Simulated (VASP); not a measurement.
**Ru: single point with r2SCAN**

Crystal: Ru.

```
Ru
1.0
     2.42315    0.00000    0.00000
     0.00000    2.42315    0.00000
     0.00000    0.00000    2.42315
Ru
1
Direct
  0.00000 0.00000 0.00000
```

This cell differs from its parent crystal: volume scaled by 0.92.

```
Program             : VASP 6.6.1
Task                : single point
Functional          : r2SCAN
Potentials or basis : VASP PAW PBE potentials, release 64 (Ru_pv)
Cutoff              : 520 eV
k mesh              : 14 × 14 × 14
Occupations         : fermi-dirac, width 0.1 eV
Spin                : no spin polarisation
```

| Quantity | Value |
| --- | --- |
| Pressure | 26.5 GPa |
| Band gap on the k mesh | zero (band 7 reaches 16.72 eV, above the bottom of band 8 at 11.32 eV) |

Levels at points of the mesh, in eV from the Fermi level:
```
           k point  band 4  band 5  band 6  band 7  band 8  band 9  band 10  band 11
(0.00, 0.00, 0.00)   -7.97   -6.47   -6.47    2.00    2.00    2.00     9.03    18.37
(0.50, 0.00, 0.00)   -5.55   -5.11   -1.22   -1.22   -0.26    2.31     8.77     9.04
(0.50, 0.50, 0.00)   -7.34   -4.25   -0.58   -0.58    4.27    6.42     6.42     9.03
(0.50, 0.50, 0.50)   -5.75   -5.75   -5.75    4.48    4.48    9.03     9.55    14.62
```

Run time: 24 s on 1 thread of Intel(R) Xeon(R) 6975P-C (Granite Rapids), with other jobs on the host, peak memory 0.13 GiB.

Caveat: the PAW data sets were made with another functional, which shifts forces and pressure a little.
